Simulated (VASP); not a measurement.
Write the native input for VASP 6.6.1 that does the following.

| Item | Value |
| --- | --- |
| Task | single point |
| Functional | PBE |
| Potentials or basis | VASP PAW PBE potentials, release 64 (Re) |
| Cutoff | 520 eV |
| k mesh | 12 × 12 × 7 |
| Occupations | methfessel-paxton, width 0.1 eV |
| Spin | no spin polarisation |
| Dipole correction | no |
| Further INCAR settings | ALGO = Normal; EDIFF = 1e-06; NBANDS = 14 |

The structure of Re lies in POSCAR:

```
Re
1.0
    2.7108197519      0.0000000000      0.0000000000
   -1.3554098760      2.3476388343      0.0000000000
    0.0000000000      0.0000000000      4.3774908063
Re
2
Direct
    0.3333333333      0.6666666667      0.2500000000
    0.6666666667      0.3333333333      0.7500000000
```

One way to write it, as run:

INCAR

```
  PREC = Accurate
  ENCUT = 520
  EDIFF = 1E-6
  ISMEAR = 1
  SIGMA = 0.1
  LREAL = False
  LASPH = True
  NELM = 60
  ALGO = Normal
  ISIF = 2
  LWAVE = False
  LCHARG = True
  GGA = PE
  LELF = True
  LVHAR = True
  NBANDS = 14
```

KPOINTS

```
regular mesh
0
Gamma
  12 12 7
```

Potentials or basis: VASP PAW PBE potentials, release 64 (Re).

The run is started by

```console
$ cat potpaw_PBE.64/Re/POTCAR > POTCAR
$ mpirun -np 1 vasp_std > vasp.out
```

Results of the run:

```json
{
  "Pressure": "30.3 GPa",
  "Band gap on the k mesh": "zero (band 7 reaches 10.12 eV, above the bottom of band 8 at 6.85 eV)"
}
```

Caveat: spin-orbit coupling is left out, which moves the levels of the heavy elements.

Run time: 25 s on 1 thread of AMD EPYC 7R43 64-Core Processor (Zen 3), on a shared host, peak memory 0.12 GiB.
